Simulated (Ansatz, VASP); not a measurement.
Given: the input of a run of Ansatz 0.2.0 on Au.

The input input.yaml:

```yaml
crystal:
  lattice:
    - [0.0, 2.035, 2.035]
    - [2.035, 0.0, 2.035]
    - [2.035, 2.035, 0.0]
  atoms:
    - { symbol: Au, position: [0.0, 0.0, 0.0] }
hamiltonian:
  xc: blyp
  pseudopotentials: { kind: paw }
  dispersion: d4
kpoints:
  mp_grid: { grid: [11, 11, 11] }
scf:
  occupations: { method: fermi_dirac, width: 0.05 }
output:
  forces: true
  stress: true
relax:
  f_tol: 0.01
  max_steps: 40
  cell: { stress_tol: 0.05 }
```

Potentials or basis: Ansatz PAW.

Run with:

```sh
$ ansatz run input.yaml --threads 2 --pin off --max-ram 5632MiB --backend cpu --events-out ev --progress --plain --runs-dir out
```

Q: Translate it to VASP 6.6.1. Potentials there: VASP PAW PBE potentials, release 64 (Au).

A: As run (the cutoff follows the program's own potentials):

INCAR

```
AGGAC    = 1.0          
AGGAX    = 1.0          
ALDAC    = 0.0          
ALDAX    = 1.0          
ALGO     = Normal         # electronic algorithm
EDIFF    = 1E-7           # SCF threshold, eV
EDIFFG   = -0.005         # ionic threshold
ENCUT    = 600            # plane-wave cutoff, eV
GGA      = B5             # functional
IBRION   = 2              # ionic algorithm
ISIF     = 3              # what is computed and relaxed
ISMEAR   = -1             # smearing method
IVDW     = 13             # dispersion correction
LASPH    = True           # aspherical terms in the spheres
LCHARG   = False          # write CHGCAR
LREAL    = False          # projectors in reciprocal space
LWAVE    = False          # write WAVECAR
NELM     = 100            # most SCF steps
NSW      = 40             # ionic steps
PREC     = Accurate       # precision mode
SIGMA    = 0.05           # smearing width, eV
VDW_A1   = 0.44488865   
VDW_A2   = 4.0933009    
VDW_S6   = 1.0          
VDW_S8   = 2.34076671
```

Contents of KPOINTS:

```
k-points
0
Gamma
  11 11 11
```

POSCAR

```
Au
1.0
    0.0000000000      2.0350000000      2.0350000000
    2.0350000000      0.0000000000      2.0350000000
    2.0350000000      2.0350000000      0.0000000000
Au
1
Direct
    0.0000000000      0.0000000000      0.0000000000
```

Potentials or basis: VASP PAW PBE potentials, release 64 (Au).

Command:

```console
$ cat potpaw_PBE.64/Au/POTCAR > POTCAR
$ mpirun -np 1 vasp_std > vasp.out
```

Both were run:

|  | VASP | Ansatz | Ansatz less VASP |
| --- | --- | --- | --- |
| relaxed volume (Å³/atom) | 17.98 | 17.89 | -0.090 |
| relaxed cell length with the largest relative difference (Å) | 2.941 | 2.936 | -0.0049 |

VASP's potentials were made for PBE, not for BLYP. VASP's potentials hold 11 valence electrons a cell and Ansatz's 19, so a difference there can come from the potentials and not from the codes.

Spin-orbit coupling is off throughout. Noted on Ansatz's run: the plane-wave basis is chosen anew once the cell has moved, so the energies of steps on either side of that aren't comparable.
